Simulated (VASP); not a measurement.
Crystal: Mg5SiSb2.

```
Mg Si Sb
1.0
     5.54177    0.00000    0.00000
     0.00000    5.54177    0.00000
     0.00000    0.00000    6.39899
Mg Si Sb
5 1 2
Cartesian
  0.0000 2.7709 0.0000
  2.7709 0.0000 0.0000
  0.0000 0.0000 3.1995
  0.0000 2.7709 3.1995
  2.7709 0.0000 3.1995
  0.0000 0.0000 0.0000
  2.7709 2.7709 4.7900
  2.7709 2.7709 1.6090
```

```yaml
Program: VASP 6.6.1
Task: relaxation of cell and atoms
Functional: PBE
Potentials_or_basis: VASP PAW PBE potentials, release 64 (Mg, Si, Sb)
Cutoff: 600 eV
k_mesh: 8 × 8 × 6
Occupations: gaussian, width 0.1 eV
Spin: no spin polarisation
```

At the start: pressure -0.3 GPa; volume 24.57 Å³/atom.

Question: How do energy, volume and symmetry change on relaxing?

Answer: Over 7 steps the energy falls by 7.2 meV/atom and the volume is 24.38 Å³/atom (-0.8 %); space group P4/mmm (No. 123, to 0.05 Å).

The path:
```
step  energy change (eV)  largest force (eV/Å)  pressure (GPa)  volume (Å³)
   1              0.0000                0.1016           -0.27       196.52
   2             -0.0468                0.0053           -0.09       195.32
   3             -0.0565                0.0702            0.09       194.52
   4             -0.0565                0.0747            0.10       194.48
   5             -0.0572                0.0439            0.00       194.96
   6             -0.0573                0.0255           -0.06       195.26
   7             -0.0574                0.0060           -0.02       195.02
```

Final structure:
```cif
data_structure
_symmetry_space_group_name_H-M 'P 1'
_symmetry_Int_Tables_number 1
_cell_length_a 5.6049
_cell_length_b 5.6049
_cell_length_c 6.2077
_cell_angle_alpha 90.000
_cell_angle_beta 90.000
_cell_angle_gamma 90.000
_cell_volume 195.02
loop_
_atom_site_label
_atom_site_type_symbol
_atom_site_fract_x
_atom_site_fract_y
_atom_site_fract_z
_atom_site_occupancy
Mg1 Mg 0.00000 0.50000 0.00000 1
Mg2 Mg 0.50000 0.00000 0.00000 1
Mg3 Mg 0.00000 0.00000 0.50000 1
Mg4 Mg 0.00000 0.50000 0.50000 1
Mg5 Mg 0.50000 0.00000 0.50000 1
Si1 Si 0.00000 0.00000 0.00000 1
Sb1 Sb 0.50000 0.50000 0.74870 1
Sb2 Sb 0.50000 0.50000 0.25130 1
```
